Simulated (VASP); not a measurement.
Input of a VASP 6.6.1 run:

INCAR

```
SYSTEM = GaAs
PREC     = Accurate       ! precision mode
ENCUT    = 520            ! plane-wave cutoff, eV
EDIFF    = 1E-6           ! SCF threshold, eV
ISMEAR   = -1             ! smearing method
SIGMA    = 0.05           ! smearing width, eV
LREAL    = .False.        ! projectors in reciprocal space
LASPH    = .True.         ! aspherical terms in the spheres
NELM     = 100            ! most SCF steps
ALGO     = Normal         ! electronic algorithm
ISIF     = 2              ! what is computed and relaxed
LWAVE    = .False.        ! write WAVECAR
LCHARG   = .False.        ! write CHGCAR
GGA      = PS             ! functional
NBANDS   = 16             ! bands
```

File KPOINTS:

```
regular mesh
0
Gamma
  8 8 8
  0 0 0
```

POSCAR

```
GaAs
1.0
    0.0000000000      2.7262373452      2.7262373452
    2.7262373452      0.0000000000      2.7262373452
    2.7262373452      2.7262373452      0.0000000000
As Ga
1 1
Direct
    0.7500000000      0.7500000000      0.7500000000
    0.0000000000      0.0000000000      0.0000000000
```

Potentials or basis: VASP PAW PBE potentials, release 64 (As, Ga_d).

Launch:

```console
$ cat potpaw_PBE.64/As/POTCAR potpaw_PBE.64/Ga_d/POTCAR > POTCAR
$ mpirun -np 1 vasp_std > vasp.out
```

Estimate the band gap on the k mesh.

1.12 eV, indirect (least direct gap 1.30 eV).

Predict the pressure.

10.3 GPa.

Caveat: the PAW data sets were made with another functional, which shifts forces and pressure a little. A k mesh can miss the band edges.
